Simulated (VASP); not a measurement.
Write the native input for VASP 6.6.1 that does the following.

- Task: single point
- Functional: PBE
- Potentials or basis: VASP PAW PBE potentials, release 64 (Co, Cu, H, Cl, O)
- Cutoff: 520 eV
- k mesh: 3 × 3 × 3
- Occupations: gaussian, width 0.05 eV
- Spin: collinear spin, antiferromagnetic start
- Starting moments: [3.0, -1.0, -1.0, -1.0, 0.0, 0.0, 0.0, 0.0, 0.0, 0.0, 0.0, 0.0, 0.0, 0.0, 0.0, 0.0, 0.0, 0.0] μB
- Hubbard terms: Co d U = 3.3 eV, Cu d U = 4.0 eV
- Dipole correction: no
- Further INCAR settings: LREAL = Auto; ALGO = Normal; EDIFF = 1e-06; NBANDS = 68

The structure of CoCu3H6Cl2O6 lies in POSCAR:

```
CoCu3H6Cl2O6
1.0
    3.4834439778      2.0079463384      4.7090939349
   -3.4667487341      2.0015283132      4.6996702678
    0.0027894490     -4.0207241491      4.7090939328
Co Cu H Cl O
1 3 6 2 6
Direct
    1.0000000000      0.0000000000      0.0000000000
    0.5000000000      1.0000000000      0.0000000000
    0.0000000000      0.5000000000      0.0000000000
    0.0000000000      0.0000000000      0.5000000000
    0.2775874854      0.2783065077      0.6740646232
    0.6740646232      0.2783065077      0.2775874854
    0.2789138489      0.6756328750      0.2789138489
    0.3259353768      0.7216934923      0.7224125146
    0.7224125146      0.7216934923      0.3259353768
    0.7210861511      0.3243671250      0.7210861511
    0.3124340730      0.3147892235      0.3124340730
    0.6875659270      0.6852107765      0.6875659270
    0.2320529267      0.2315701280      0.8521284558
    0.8521284558      0.2315701280      0.2320529267
    0.2329684703      0.8542499354      0.2329684703
    0.1478715442      0.7684298720      0.7679470733
    0.7679470733      0.7684298720      0.1478715442
    0.7670315297      0.1457500646      0.7670315297
```

The input as run:

INCAR

```
SYSTEM = CoCu3H6Cl2O6
ALGO = Normal
EDIFF = 1E-6
ENCUT = 520
GGA = PE
ISIF = 2
ISMEAR = 0
ISPIN = 2
LASPH = .True.
LCHARG = .True.
LDAU = .True.
LDAUJ = 0 0 0 0 0
LDAUL = 2 2 -1 -1 -1
LDAUPRINT = 1
LDAUTYPE = 2
LDAUU = 3.3 4 0 0 0
LELF = .True.
LMAXMIX = 4
LORBIT = 11
LREAL = Auto
LVHAR = .True.
LWAVE = .False.
MAGMOM = 3 -1 -1 -1 0 0 0 0 0 0 0 0 0 0 0 0 0 0
NBANDS = 68
NELM = 150
PREC = Accurate
SIGMA = 0.05
```

KPOINTS

```
k-points
0
Gamma
  3 3 3
  0 0 0
```

Potentials or basis: VASP PAW PBE potentials, release 64 (Co, Cu, H, Cl, O).

Launch:

```bash
$ cat potpaw_PBE.64/Co/POTCAR potpaw_PBE.64/Cu/POTCAR potpaw_PBE.64/H/POTCAR potpaw_PBE.64/Cl/POTCAR potpaw_PBE.64/O/POTCAR > POTCAR
$ mpirun -np 1 vasp_std > vasp.out
```

It gave:

```json
{
  "Pressure": "-1.0 GPa",
  "Largest force": "0.246 eV/Å",
  "Band gap on the k mesh": "1.28 eV (least direct gap 1.42 eV)",
  "Net moment": "0.00 μB per cell",
  "Site moments": "Co +2.73; Cu -0.71, -0.70 (each value once); H -0.00; Cl -0.01; O -0.09 μB",
  "Valence electrons inside the program's atomic spheres": "Co 7.72; Cu 9.75; H 0.72; Cl 5.14; O 5.10"
}
```

Caveat: an odd mesh through Γ misses points on the zone boundary, where band edges can lie.

Wall time 14 min on 1 thread of Intel(R) Xeon(R) Platinum 8488C (Sapphire Rapids), on a shared host, peak memory 0.51 GiB.
